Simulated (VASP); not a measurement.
# Cu2Au (Fm-3m) in VASP: notebook

The runs below take Cu2Au through single point, with PBE.

Program: VASP 6.6.1. These are calculated values, not measurements. Logs are shortened: lines on timing, memory, paths and dates and some standing lists are left out, and cuts for length are marked.

### 1 The cell of the first run

It takes space group Fm-3m (No. 225, cubic). The conventional cell has a = 5.563 Å, b = 5.563 Å, c = 5.563 Å, α = 90.00°, β = 90.00°, γ = 90.00°. Cu (site symmetry -43m) has 4 Au at 2.41 Å and 6 Cu at 2.78 Å within 3.2 Å. Within 3.2 Å of Au (site symmetry m-3m) lie 8 Cu at 2.41 Å.

### 2 Single point, PBE

Contents of INCAR:

```
PREC     = Accurate       # precision mode
ENCUT    = 520            # plane-wave cutoff, eV
EDIFF    = 1E-6           # SCF threshold, eV
ISMEAR   = 0              # smearing method
SIGMA    = 0.1            # smearing width, eV
LREAL    = False          # projectors in reciprocal space
LASPH    = True           # aspherical terms in the spheres
NELM     = 80             # most SCF steps
ALGO     = Normal         # electronic algorithm
ISIF     = 2              # what is computed and relaxed
LWAVE    = False          # write WAVECAR
LCHARG   = False          # write CHGCAR
GGA      = PE             # functional
NBANDS   = 24             # bands
```

Contents of KPOINTS:

```
Automatic mesh
0
Gamma
  6 6 6
```

Contents of POSCAR:

```
Cu2Au
1.0
    0.0000000000      2.7816558750      2.7816558750
    2.7816558750      0.0000000000      2.7816558750
    2.7816558750      2.7816558750      0.0000000000
Cu Au
2 1
Direct
    0.2500000000      0.2500000000      0.2500000000
    0.7500000000      0.7500000000      0.7500000000
    0.0000000000      0.0000000000      0.0000000000
```

Potentials or basis: VASP PAW PBE potentials, release 64 (Cu, Au).

Command:

```
$ cat potpaw_PBE.64/Cu/POTCAR potpaw_PBE.64/Au/POTCAR > POTCAR
$ mpirun -np 1 vasp_std > vasp.out
```

OUTCAR:

```text
PREC = Accurate
   ENCUT = 520
   EDIFF = 1E-6
   ISMEAR = 0
   LREAL = False
   LASPH = True
   NELM = 80
   ISIF = 2
   GGA = PE

 ion  position               nearest neighbor table
   1  0.250  0.250  0.250-   3 2.41   3 2.41   3 2.41   3 2.41   2 2.78   2 2.78   2 2.78   2 2.78
                             2 2.78   2 2.78
   2  0.750  0.750  0.750-   3 2.41   3 2.41   3 2.41   3 2.41   1 2.78   1 2.78   1 2.78   1 2.78
                             1 2.78   1 2.78
   3  0.000  0.000  0.000-   2 2.41   2 2.41   2 2.41   1 2.41   2 2.41   1 2.41   1 2.41   1 2.41

  LATTYP: Found a face centered cubic cell.
 ALAT       =     5.5633117500

  Lattice vectors:

 A1 = (   0.0000000000,   2.7816558750,   2.7816558750)
 A2 = (   2.7816558750,   0.0000000000,   2.7816558750)
 A3 = (   2.7816558750,   2.7816558750,   0.0000000000)

Analysis of symmetry for initial positions (statically):
=====================================================================
 Subroutine PRICEL returns:
 Original cell was already a primitive cell.

 Routine SETGRP: Setting up the symmetry group for a
 face centered cubic supercell.

 Subroutine GETGRP returns: Found 48 space group operations
 (whereof 48 operations were pure point group operations)
 out of a pool of 48 trial point group operations.

The static configuration has the point symmetry O_h .

Analysis of symmetry for dynamics (positions and initial velocities):
=====================================================================
 Subroutine PRICEL returns:
 Original cell was already a primitive cell.

 Routine SETGRP: Setting up the symmetry group for a
 face centered cubic supercell.

 Subroutine GETGRP returns: Found 48 space group operations
 (whereof 48 operations were pure point group operations)
 out of a pool of 48 trial point group operations.

The dynamic configuration has the point symmetry O_h .

 Subroutine INISYM returns: Found 48 space group operations
 (whereof 48 operations are pure point group operations),
 and found     1 'primitive' translations

----------------------------------------------------------------------------------------

                                     Primitive cell

  volume of cell :      43.0467

  direct lattice vectors                    reciprocal lattice vectors
     0.000000000  2.781655875  2.781655875    -0.179749050  0.179749050  0.179749050
     2.781655875  0.000000000  2.781655875     0.179749050 -0.179749050  0.179749050
     2.781655875  2.781655875  0.000000000     0.179749050  0.179749050 -0.179749050

  length of vectors
     3.933855464  3.933855464  3.933855464     0.311334487  0.311334487  0.311334487

  position of ions in fractional coordinates (direct lattice)
     0.250000000  0.250000000  0.250000000
     0.750000000  0.750000000  0.750000000
     0.000000000  0.000000000  0.000000000

  ion indices of the primitive-cell ions
   primitive index   ion index
                 1           1
                 2           2
                 3           3

----------------------------------------------------------------------------------------

 KPOINTS: Automatic mesh

Automatic generation of k-mesh.
 Grid dimensions read from file:
 generate k-points for:    6    6    6

 Generating k-lattice:

  Cartesian coordinates                     Fractional coordinates (reciprocal lattice)
    -0.029958175  0.029958175  0.029958175     0.166666667  0.000000000  0.000000000
     0.029958175 -0.029958175  0.029958175     0.000000000  0.166666667  0.000000000
     0.029958175  0.029958175 -0.029958175     0.000000000  0.000000000  0.166666667

  Length of vectors
     0.051889081  0.051889081  0.051889081

  Shift w.r.t. Gamma in fractional coordinates (k-lattice)
     0.000000000  0.000000000  0.000000000

 Subroutine IBZKPT returns following result:
 ===========================================

 Found     16 irreducible k-points:

 Following reciprocal coordinates:
            Coordinates               Weight
  0.000000  0.000000  0.000000      1.000000
  0.166667  0.000000  0.000000      8.000000
  0.333333  0.000000  0.000000      8.000000
  0.500000  0.000000  0.000000      4.000000
  0.166667  0.166667  0.000000      6.000000
  0.333333  0.166667  0.000000     24.000000
[... 8 lines left out ...]
 -0.333333  0.333333  0.166667     24.000000
 -0.333333  0.500000  0.166667     12.000000
   k-points           NKPTS =     16   k-points in BZ     NKDIM =     16   number of bands    NBANDS=     24
   number of dos      NEDOS =    301   number of ions     NIONS =      3
   total plane-waves  NPLWV =  27000
   dimension x,y,z NGX =    30 NGY =   30 NGZ =   30
   dimension x,y,z NGXF=    60 NGYF=   60 NGZF=   60
   ions per type =               2   1
   NGX,Y,Z   is equivalent  to a cutoff of  12.68, 12.68, 12.68 a.u.
   NGXF,Y,Z  is equivalent  to a cutoff of  25.36, 25.36, 25.36 a.u.
 SYSTEM =  unknown system
   PREC   = accura    normal or accurate (medium, high low for compatibility)
   ISTART =      0    job   : 0-new  1-cont  2-samecut
   ICHARG =      2    charge: 1-file 2-atom 10-const
   ISPIN  =      1    spin polarized calculation?
   LNONCOLLINEAR =      F non collinear calculations
   LSORBIT =      F    spin-orbit coupling
   LASPH  =      T    aspherical Exc in radial PAW
   ENCUT  =  520.0 eV  38.22 Ry    6.18 a.u.   7.31  7.31  7.31*2*pi/ulx,y,z
   NELM   =     80;   NELMIN=  2; NELMDL= -5     # of ELM steps
   EDIFF  = 0.1E-05   stopping-criterion for ELM
   LREAL  =      F    real-space projection
   EDIFFG = 0.1E-04   stopping-criterion for IOM
   NSW    =      0    number of steps for IOM
   IBRION =     -1    ionic relax: 0-MD 1-quasi-New 2-CG
   NFREE  =      0    steps in history (QN), initial steepest desc. (CG)
   ISIF   =      2    stress and relaxation
   ISYM   =      2    0-nonsym 1-usesym 2-fastsym
   POTIM  = 0.5000    time-step for ionic-motion
   TEBEG  =    0.0;   TEEND  =   0.0 temperature during run
   PSTRESS=    0.0 pullay stress
   NELECT =      33.0000    total number of electrons
   NUPDOWN=      -1.0000    fix difference up-down
   EMIN   =  10.00;   EMAX   =-10.00  energy-range for DOS
   EFERMI =   0.00;   METHOD = LEGACY
   ISMEAR =     0;   SIGMA  =   0.10  broadening in eV -4-tet -1-fermi 0-gaus
   EFERMI_NEDOS =   21; number of points for ismear=-14 and -15
   IALGO  =     38    algorithm
   IMIX   =      4    mixing-type and parameters
     AMIX     =   0.40;   BMIX     =  1.00
     AMIX_MAG =   1.60;   BMIX_MAG =  1.00
  volume/ion in A,a.u.               =      14.35        96.83
  Fermi-wavevector in a.u.,A,eV,Ry     =   1.498302  2.831381 30.543847  2.244909
  Thomas-Fermi vector in A             =   2.610079
   LORBIT       =      0    0 simple, 1 ext, 2 COOP (PROOUT), +10 PAW based schemes
   GGA     = PE    functional components
   LHFCALC =     F    Hartree Fock is set to
   AEXX    =    0.0000 exact exchange contribution
   IVDW    =     0    specifies the selected vdW correction
   LEPSILON=     F    determine dielectric tensor
   LRPA    =     F    only Hartree local field effects (RPA)
 non-spin polarized calculation
 Gauss-broadening in eV      SIGMA  =   0.10
  energy-cutoff  :      520.00
  volume of cell :       43.05
 maximum number of plane-waves:      1173
 NGX is ok and might be reduce to    30
   NGX = 15   NGY = 15   NGZ = 15

 number of electron      32.9999986 magnetization

 Free energy of the ion-electron system (eV)
  ---------------------------------------------------
  ext. energy  EPLUGINS =         0.00000000
  ---------------------------------------------------
  free energy    TOTEN  =        -9.18450024 eV

  energy without entropy =       -9.17951027  energy(sigma->0) =       -9.18200526

 E-fermi :   7.7949     XC(G=0): -12.1610

 val. band max:        7.6225101599   @ k =   0.5000   0.3333   0.0000
 cond. band min:       7.8508997398   @ k =  -0.3333   0.1667   0.0000
 fundamental gap:      0.2283895799
 Fermi energy:         7.7948734062

 k-point     1 :       0.0000    0.0000    0.0000
  band No.  band energies     occupation
      1      -1.6002      2.00000
      2       1.8690      2.00000
      3       1.8690      2.00000
      4       1.8690      2.00000
      5       1.9541      2.00000
      6       1.9541      2.00000
[... 16 lines left out ...]
     23      17.0767      0.00000
     24      17.9295      0.00000

 k-point     2 :       0.1667    0.0000    0.0000
  band No.  band energies     occupation
      1      -1.1630      2.00000
      2       1.8137      2.00000
      3       1.8646      2.00000
      4       1.8646      2.00000
      5       2.0519      2.00000
      6       2.0519      2.00000
[... 16 lines left out ...]
     23      17.9547      0.00000
     24      18.7211      0.00000

 k-point     3 :       0.3333    0.0000    0.0000
  band No.  band energies     occupation
      1      -0.0753      2.00000
      2       1.8319      2.00000
      3       1.8319      2.00000
      4       1.8808      2.00000
      5       2.3052      2.00000
      6       2.3052      2.00000
[... 16 lines left out ...]
     23      17.4433      0.00000
     24      21.2790      0.00000

 k-point     4 :       0.5000    0.0000    0.0000
  band No.  band energies     occupation
      1       0.5647      2.00000
      2       1.8139      2.00000
      3       1.8139      2.00000
      4       2.4440      2.00000
      5       2.4578      2.00000
      6       2.4578      2.00000
[... 16 lines left out ...]
     23      17.3105      0.00000
     24      23.0594      0.00000

 k-point     5 :       0.1667    0.1667    0.0000
  band No.  band energies     occupation
      1      -1.0092      2.00000
      2       1.6597      2.00000
      3       1.9258      2.00000
      4       1.9435      2.00000
      5       1.9435      2.00000
      6       2.1795      2.00000
[... 235 lines left out ...]
 k-point    14 :       0.5000    0.3333    0.1667
  band No.  band energies     occupation
      1       0.8305      2.00000
      2       1.3568      2.00000
      3       1.8889      2.00000
      4       2.0583      2.00000
      5       2.2124      2.00000
      6       2.6641      2.00000
[... 16 lines left out ...]
     23      21.2665      0.00000
     24      22.7342      0.00000

 k-point    15 :      -0.3333    0.3333    0.1667
  band No.  band energies     occupation
      1       1.1766      2.00000
      2       1.4409      2.00000
      3       1.9405      2.00000
      4       2.0782      2.00000
      5       2.4613      2.00000
      6       2.7320      2.00000
[... 16 lines left out ...]
     23      20.3412      0.00000
     24      22.0009      0.00000

 k-point    16 :      -0.3333    0.5000    0.1667
  band No.  band energies     occupation
      1       1.1527      2.00000
      2       1.6320      2.00000
      3       1.7499      2.00000
      4       2.1871      2.00000
      5       2.5492      2.00000
      6       3.0040      2.00000
[... 16 lines left out ...]
     23      21.2146      0.00000
     24      24.1890      0.00000

------------------------ aborting loop because EDIFF is reached ----------------------------------------

  FORCE on cell =-STRESS in cart. coord.  units (eV):
  Direction    XX          YY          ZZ          XY          YZ          ZX
  --------------------------------------------------------------------------------------
  -------------------------------------------------------------------------------------
  Total        8.0111541      8.0111541      8.0111541      0.0000000     -0.0000000      0.0000000
  in kB      298.1710472    298.1710472    298.1710472      0.0000000     -0.0000000      0.0000000
  external PRESSURE =     298.1710472 kB  Pullay stress =       0.0000000 kB

 VOLUME and BASIS-vectors are now :
 -----------------------------------------------------------------------------
  energy-cutoff  :      520.00
  volume of cell :       43.05
      direct lattice vectors                 reciprocal lattice vectors
     0.000000000  2.781655875  2.781655875    -0.179749050  0.179749050  0.179749050
     2.781655875  0.000000000  2.781655875     0.179749050 -0.179749050  0.179749050
     2.781655875  2.781655875  0.000000000     0.179749050  0.179749050 -0.179749050

 POSITION                                       TOTAL-FORCE (eV/Angst)
 -----------------------------------------------------------------------------------
      1.39083      1.39083      1.39083         0.000000      0.000000     -0.000000
      4.17248      4.17248      4.17248         0.000000      0.000000      0.000000
      0.00000      0.00000      0.00000        -0.000000     -0.000000     -0.000000
 -----------------------------------------------------------------------------------
    total drift:                                0.000000     -0.000000      0.000000

  FREE ENERGIE OF THE ION-ELECTRON SYSTEM (eV)
  ---------------------------------------------------
  free  energy   TOTEN  =        -9.1845002445 eV

  energy  without entropy=       -9.1795102717  energy(sigma->0) =       -9.18200526
```

Run time: 11 s. Hardware: 1 thread of Intel Xeon 6975P-C (Granite Rapids), shared host; peak memory 0.17 GiB.

What came out:

| Item | Value |
| --- | --- |
| Free energy | -9.1845 eV |
| Pressure | 29.8 GPa |

Caveat: spin-orbit coupling is left out, which moves the levels of the heavy elements.

### 3 Single point, PBE

This run uses another cell than the first one, of 17.25 Å³/atom, 1.202 times its volume.

Contents of INCAR:

```
SYSTEM = Cu2Au
ALGO     = Normal         ! electronic algorithm
EDIFF    = 1E-6           ! SCF threshold, eV
ENCUT    = 520            ! plane-wave cutoff, eV
GGA      = PE             ! functional
ISIF     = 2              ! what is computed and relaxed
ISMEAR   = 0              ! smearing method
LASPH    = .TRUE.         ! aspherical terms in the spheres
LCHARG   = .TRUE.         ! write CHGCAR
LELF     = .TRUE.         ! ELF
LREAL    = .FALSE.        ! projectors in reciprocal space
LVHAR    = .TRUE.       
LWAVE    = .FALSE.        ! write WAVECAR
NBANDS   = 24             ! bands
NELM     = 80             ! most SCF steps
PREC     = Accurate       ! precision mode
SIGMA    = 0.1            ! smearing width, eV
```

Contents of KPOINTS:

```
k-points
0
G
  6 6 6
  0 0 0
```

Contents of POSCAR:

```
Cu2Au
1.0
    0.0000000000      2.9579325666      2.9579325666
    2.9579325666      0.0000000000      2.9579325666
    2.9579325666      2.9579325666      0.0000000000
Cu Au
2 1
Direct
    0.2500000000      0.2500000000      0.2500000000
    0.7500000000      0.7500000000      0.7500000000
    0.0000000000      0.0000000000      0.0000000000
```

Potentials or basis: VASP PAW PBE potentials, release 64 (Cu, Au).

Command:

```
$ cat potpaw_PBE.64/Cu/POTCAR potpaw_PBE.64/Au/POTCAR > POTCAR
$ mpirun -np 1 vasp_std > vasp.out
```

Wall time 9.9 s (1 thread of Intel Xeon 6975P-C (Granite Rapids), shared host); peak memory 0.18 GiB.

The run converged. Its results:

```yaml
Free_energy: -9.8684 eV
Pressure: 0.3 GPa
```

Levels at points of the mesh, in eV from the Fermi level:
| k point | band 12 | band 13 | band 14 | band 15 | band 16 | band 17 | band 18 | band 19 | band 20 | band 21 |
| --- | --- | --- | --- | --- | --- | --- | --- | --- | --- | --- |
| (0.00, 0.00, 0.00) | -1.53 | -1.53 | -1.53 | -1.47 | -1.47 | 6.97 | 8.01 | 8.01 | 8.01 | 8.21 |
| (0.50, 0.00, 0.00) | -1.99 | -1.72 | -1.72 | -1.38 | -1.38 | -0.79 | 5.04 | 5.04 | 7.47 | 7.65 |
| (0.50, 0.50, 0.00) | -1.78 | -1.49 | -1.26 | -1.26 | -0.78 | -0.67 | 1.30 | 1.30 | 5.37 | 6.38 |

Caveat: spin-orbit coupling is left out, which moves the levels of the heavy elements.
